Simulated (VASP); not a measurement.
Input of a VASP 6.6.1 run:

File INCAR:

```
  PREC = Accurate
  ENCUT = 520
  EDIFF = 1E-7
  ISMEAR = 0
  SIGMA = 0.15
  LREAL = F
  LASPH = T
  NELM = 60
  ALGO = Normal
  ISIF = 2
  LWAVE = F
  LCHARG = F
  GGA = PS
  NBANDS = 23
```

File KPOINTS:

```
regular mesh
0
Gamma
  14 14 10
```

File POSCAR:

```
HfN
1.0
    0.0000000000     -2.2508000098     -2.2508000098
    0.0000000000      2.2508000098     -2.2508000098
    4.5016000196      0.0000000000      0.0000000000
Hf N
2 2
Direct
    0.5092733424      0.4907266576      0.5000000000
   -0.0092733424      0.0092733424      0.0000000000
    0.4898691409      0.5101308591      0.0000000000
    0.0101308591     -0.0101308591      0.5000000000
```

Potentials or basis: VASP PAW PBE potentials, release 64 (Hf_pv, N).

Launch:

```console
$ cat potpaw_PBE.64/Hf_pv/POTCAR potpaw_PBE.64/N/POTCAR > POTCAR
$ mpirun -np 1 vasp_std > vasp.out
```

Question: Estimate the largest force.

Answer: 0.450 eV/Å.

Question: Predict the pressure.

Answer: -2.1 GPa.

Question: Estimate the band gap on the k mesh.

Answer: Zero (bands 15 and 16 overlap by 6.74 eV).

Forces on the atoms (eV/Å):
```
Hf   0.000  0.450  0.000
Hf   0.000 -0.450  0.000
N    0.000 -0.328  0.000
N    0.000  0.328  0.000
```

Caveat: the cell differs from its parent crystal (atoms displaced along several vibrational modes); the PAW data sets were made with another functional, which shifts forces and pressure a little; spin-orbit coupling is left out, which moves the levels of the heavy elements.
